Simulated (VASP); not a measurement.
# Cd (P6_3/mmc) in VASP: elastic constants with PBEsol

Aim: the elastic constants of Cd with PBEsol.

Program: VASP 6.6.1. These are calculated values, not measurements. Logs are shortened: lines on timing, memory, paths and dates and some standing lists are left out, and cuts for length are marked.

## Step 1: The cell of the first run

Symmetry: P6_3/mmc, No. 194, hexagonal system. The conventional cell has a = 2.890 Å, b = 2.890 Å, c = 4.891 Å, α = 90.00°, β = 90.00°, γ = 120.00°. Cd (site symmetry -6m2) has 12 Cd at 2.89 to 2.96 Å within 3.8 Å.

## Step 2: Elastic constants, PBEsol

File INCAR:

```
PREC     = Accurate       # precision mode
ENCUT    = 500            # plane-wave cutoff, eV
EDIFF    = 1E-8           # SCF threshold, eV
ISMEAR   = -1             # smearing method
SIGMA    = 0.1            # smearing width, eV
LREAL    = False          # projectors in reciprocal space
LASPH    = True           # aspherical terms in the spheres
NELM     = 120            # most SCF steps
ALGO     = Normal         # electronic algorithm
ISIF     = 3              # what is computed and relaxed
LWAVE    = False          # write WAVECAR
LCHARG   = False          # write CHGCAR
GGA      = PS             # functional
NBANDS   = 19             # bands
IBRION   = 6              # ionic algorithm
NFREE    = 2            
POTIM    = 0.015          # step
NSW      = 1              # ionic steps
GGA_COMPAT= False
```

File KPOINTS:

```
Automatic mesh
0
Gamma
  18 18 8
```

File POSCAR:

```
Cd
1.0
    2.8899358599      0.0000000000      0.0000000000
   -1.4449679300      2.5027578700      0.0000000000
    0.0000000000      0.0000000000      4.8907587813
Cd
2
Direct
    0.3333333333      0.6666666667      0.2500000000
    0.6666666667      0.3333333333      0.7500000000
```

Potentials or basis: VASP PAW PBE potentials, release 64 (Cd).

Run with:

```console
cat potpaw_PBE.64/Cd/POTCAR > POTCAR
mpirun -np 1 vasp_std > vasp.out
```

OUTCAR:

```text
PREC = Accurate
   ENCUT = 500
   EDIFF = 1E-8
   ISMEAR = -1
   LREAL = False
   LASPH = True
   NELM = 120
   ISIF = 3
   GGA = PS
   IBRION = 6
   NFREE = 2
   POTIM = 0.015
   NSW = 1

 ion  position               nearest neighbor table
   1  0.333  0.667  0.250-   2 2.96   2 2.96   2 2.96   2 2.96   2 2.96   2 2.96
   2  0.667  0.333  0.750-   1 2.96   1 2.96   1 2.96   1 2.96   1 2.96   1 2.96

  LATTYP: Found a hexagonal cell.
 ALAT       =     2.8899358599
 C/A-ratio  =     1.6923416361

  Lattice vectors:

 A1 = (   2.8899358599,   0.0000000000,   0.0000000000)
 A2 = (  -1.4449679300,   2.5027578700,   0.0000000000)
 A3 = (   0.0000000000,   0.0000000000,   4.8907587813)

Analysis of symmetry for initial positions (statically):
=====================================================================
 Subroutine PRICEL returns:
 Original cell was already a primitive cell.

 Routine SETGRP: Setting up the symmetry group for a
 hexagonal supercell.

 Subroutine GETGRP returns: Found 24 space group operations
 (whereof 12 operations were pure point group operations)
 out of a pool of 24 trial point group operations.

The static configuration has the point symmetry D_3d.
 The point group associated with its full space group is D_6h.

Analysis of symmetry for dynamics (positions and initial velocities):
=====================================================================
 Subroutine PRICEL returns:
 Original cell was already a primitive cell.

 Routine SETGRP: Setting up the symmetry group for a
 hexagonal supercell.

 Subroutine GETGRP returns: Found 24 space group operations
 (whereof 12 operations were pure point group operations)
 out of a pool of 24 trial point group operations.

The dynamic configuration has the point symmetry D_3d.
 The point group associated with its full space group is D_6h.

 Subroutine INISYM returns: Found 24 space group operations
 (whereof 12 operations are pure point group operations),
 and found     1 'primitive' translations

----------------------------------------------------------------------------------------

                                     Primitive cell

  volume of cell :      35.3739

  direct lattice vectors                    reciprocal lattice vectors
     2.889935860  0.000000000  0.000000000     0.346028441  0.199779614  0.000000000
    -1.444967930  2.502757870  0.000000000     0.000000000  0.399559227  0.000000000
     0.000000000  0.000000000  4.890758781     0.000000000  0.000000000  0.204467250

  length of vectors
     2.889935860  2.889935860  4.890758781     0.399559227  0.399559227  0.204467250

  position of ions in fractional coordinates (direct lattice)
     0.333333333  0.666666667  0.250000000
     0.666666667  0.333333333  0.750000000

  ion indices of the primitive-cell ions
   primitive index   ion index
                 1           1
                 2           2

----------------------------------------------------------------------------------------

 KPOINTS: Automatic mesh

Automatic generation of k-mesh.
 Grid dimensions read from file:
 generate k-points for:   18   18    8
[... 110 lines left out ...]
  ---------------------------------------------------
  free energy    TOTEN  =        -2.13083151 eV

  energy without entropy =       -2.11699781  energy(sigma->0) =       -2.12391466

------------------------ aborting loop because EDIFF is reached ----------------------------------------

  FORCE on cell =-STRESS in cart. coord.  units (eV):
  Direction    XX          YY          ZZ          XY          YZ          ZX
  --------------------------------------------------------------------------------------
  -------------------------------------------------------------------------------------
  Total        3.5129276      3.5129276      3.4658773     -0.0000000     -0.0000000     -0.0000000
  in kB      159.1096397    159.1096397    156.9786112     -0.0000000     -0.0000000     -0.0000000
  external PRESSURE =     158.3992969 kB  Pullay stress =       0.0000000 kB
[... 89 lines left out ...]
  FREE ENERGIE OF THE ION-ELECTRON SYSTEM (eV)
  ---------------------------------------------------
  free  energy   TOTEN  =        -2.0724606175 eV

  energy  without entropy=       -2.0588672713  energy(sigma->0) =       -2.06566394

[... ionic steps 4 to 14 ...]

--------------------------------------- Ionic step       15  -------------------------------------------

 number of electron      23.9999988 magnetization

------------------------ aborting loop because EDIFF is reached ----------------------------------------
[... 67 lines left out ...]
--------------------------------------- Ionic step       17  -------------------------------------------

 number of electron      23.9999992 magnetization

 Free energy of the ion-electron system (eV)
  ---------------------------------------------------
  ext. energy  EPLUGINS =         0.00000000
  ---------------------------------------------------
  free energy    TOTEN  =        -2.13008910 eV

  energy without entropy =       -2.11625533  energy(sigma->0) =       -2.12317222

 E-fermi :   4.6067     XC(G=0): -12.3293

 val. band max:        4.5940432045   @ k =   0.2778   0.0556   0.0000
 cond. band min:       4.6167688537   @ k =   0.3333   0.3333   0.3750
 fundamental gap:      0.0227256491
 Fermi energy:         4.6066618124

 k-point     1 :       0.0000    0.0000    0.0000
  band No.  band energies     occupation
      1      -6.3368      2.00000
      2      -6.1937      2.00000
      3      -5.5287      2.00000
      4      -5.3563      2.00000
      5      -5.3563      2.00000
      6      -5.2227      2.00000
[... 505 lines left out ...]
      6      -5.0129      2.00000
[... 11 lines left out ...]
     18      16.8646      0.00000
     19      17.0651      0.00000

 [... further k-points ...]
[... 5 lines left out ...]
  --------------------------------------------------------------------------------------
  -------------------------------------------------------------------------------------
  Total        3.5149477      3.5149477      3.4695544     -0.0000000      0.0000000      0.0000000
  in kB      159.2011377    159.2011377    157.1451560     -0.0000000      0.0000000      0.0000000
  external PRESSURE =     158.5158105 kB  Pullay stress =       0.0000000 kB
[... 17 lines left out ...]
  FREE ENERGIE OF THE ION-ELECTRON SYSTEM (eV)
  ---------------------------------------------------
  free  energy   TOTEN  =        -2.1300891040 eV

  energy  without entropy=       -2.1162553292  energy(sigma->0) =       -2.12317222

 INTERNAL STRAIN TENSORS FROM STRAINED CELLS
 ============================================

 INTERNAL STRAIN TENSOR FOR ION    1 for displacements in x,y,z  (eV/Angst):
          X           Y           Z          XY          YZ          ZX
  --------------------------------------------------------------------------------
  x     0.00000    -0.00000    -0.00000    -0.07973    -0.00000     0.00000
  y    -0.11359     0.11746     0.00000    -0.00013     0.00046    -0.00063
  z     0.00000     0.00000     0.00000    -0.00000    -0.00725     0.00000

 INTERNAL STRAIN TENSORS FROM DISPLACED ATOMS
 ============================================

 INTERNAL STRAIN TENSOR FOR ION    1 for displacements in x,y,z  (eV/Angst):
          X           Y           Z          XY          YZ          ZX
  --------------------------------------------------------------------------------
  x     0.00000    -0.00000     0.00000    -0.12486     0.00000     0.00000
  y    -0.12486     0.12486     0.00000    -0.00000     0.00000     0.00000
  z    -0.00000     0.00000     0.00000     0.00000     0.00000     0.00000

 INTERNAL STRAIN TENSOR FOR ION    2 for displacements in x,y,z  (eV/Angst):
          X           Y           Z          XY          YZ          ZX
  --------------------------------------------------------------------------------
  x    -0.00000     0.00000    -0.00000     0.12486     0.00000     0.00000
  y     0.12486    -0.12486    -0.00000     0.00000     0.00000     0.00000
  z     0.00000    -0.00000    -0.00000    -0.00000    -0.00000    -0.00000

 Eigenvectors and eigenvalues of the dynamical matrix
 ----------------------------------------------------

   1 f  =    5.376711 THz    33.782870 2PiTHz  179.347768 cm-1    22.236279 meV
             X         Y         Z           dx          dy          dz
     -0.000000  1.668505  1.222690    -0.000000    0.000000    0.707107
      1.444968  0.834253  3.668069     0.000000   -0.000000   -0.707107
[... 11 lines left out ...]
   4 f  =    0.000000 THz     0.000000 2PiTHz    0.000001 cm-1     0.000000 meV
             X         Y         Z           dx          dy          dz
     -0.000000  1.668505  1.222690     0.440681    0.472966   -0.286537
      1.444968  0.834253  3.668069     0.440681    0.472966   -0.286537

   5 f/i=    0.000000 THz     0.000000 2PiTHz    0.000000 cm-1     0.000000 meV
             X         Y         Z           dx          dy          dz
     -0.000000  1.668505  1.222690     0.551738   -0.351395    0.268527
      1.444968  0.834253  3.668069     0.551738   -0.351395    0.268527

   6 f/i=    0.000000 THz     0.000000 2PiTHz    0.000002 cm-1     0.000000 meV
             X         Y         Z           dx          dy          dz
     -0.000000  1.668505  1.222690    -0.037217    0.390928    0.588039
      1.444968  0.834253  3.668069    -0.037217    0.390928    0.588039

--------------------------------------------------------------------------------------------------------

 ELASTIC MODULI CONTR FROM IONIC RELAXATION (kBar)
 Direction    XX          YY          ZZ          XY          YZ          ZX
 --------------------------------------------------------------------------------
 XX          -0.6552      0.6552      0.0000      0.0000     -0.0000     -0.0000
 YY           0.6552     -0.6552     -0.0000      0.0000      0.0000      0.0000
 ZZ           0.0000     -0.0000     -0.0000      0.0000     -0.0000     -0.0000
 XY           0.0000      0.0000      0.0000     -0.6552     -0.0000     -0.0000
 YZ          -0.0000      0.0000     -0.0000     -0.0000     -0.0000     -0.0000
 ZX          -0.0000      0.0000     -0.0000     -0.0000     -0.0000     -0.0000
 --------------------------------------------------------------------------------

 TOTAL ELASTIC MODULI (kBar)
 Direction    XX          YY          ZZ          XY          YZ          ZX
 --------------------------------------------------------------------------------
 XX        2007.5644    885.0839   1098.1445     -0.0000     -0.0000     -0.0000
 YY         885.0839   2007.5644   1098.1445     -0.0000      0.0000     -0.0000
 ZZ        1098.1445   1098.1445   1277.3165     -0.0000      0.0000     -0.0000
 XY          -0.0000     -0.0000     -0.0000    561.2402     -0.0000     -0.0000
 YZ           0.0000      0.0000      0.0000     -0.0000    482.2415     -0.0000
 ZX          -0.0000      0.0000     -0.0000     -0.0000     -0.0000    482.2415
 --------------------------------------------------------------------------------
```

Run time: 24 min. Hardware: 1 thread of AMD EPYC 9R45 (Zen 5), shared host; peak memory 0.76 GiB.

Results:

```
Voigt bulk modulus            : 127 GPa
Highest phonon frequency at Γ : 179 cm⁻¹
```

Phonon frequencies in cm⁻¹ (negative: imaginary):
```tsv
q point	frequencies
(0.000, 0.000, 0.000)	0 0 0 72 72 179
```

Elastic tensor in Voigt notation (GPa, in the Cartesian axes of the cell as first typed):
```
201  89 110   0   0   0
 89 201 110   0   0   0
110 110 128   0   0   0
  0   0   0  48   0   0
  0   0   0   0  48   0
  0   0   0   0   0  56
```

Clamped-ion elastic tensor (GPa):
```
201  88 110   0   0   0
 88 201 110   0   0   0
110 110 128   0   0   0
  0   0   0  48   0   0
  0   0   0   0  48   0
  0   0   0   0   0  56
```

Caveat: the cell is under stress, which shifts elastic constants; the PAW data sets were made with another functional, which shifts forces and pressure a little.
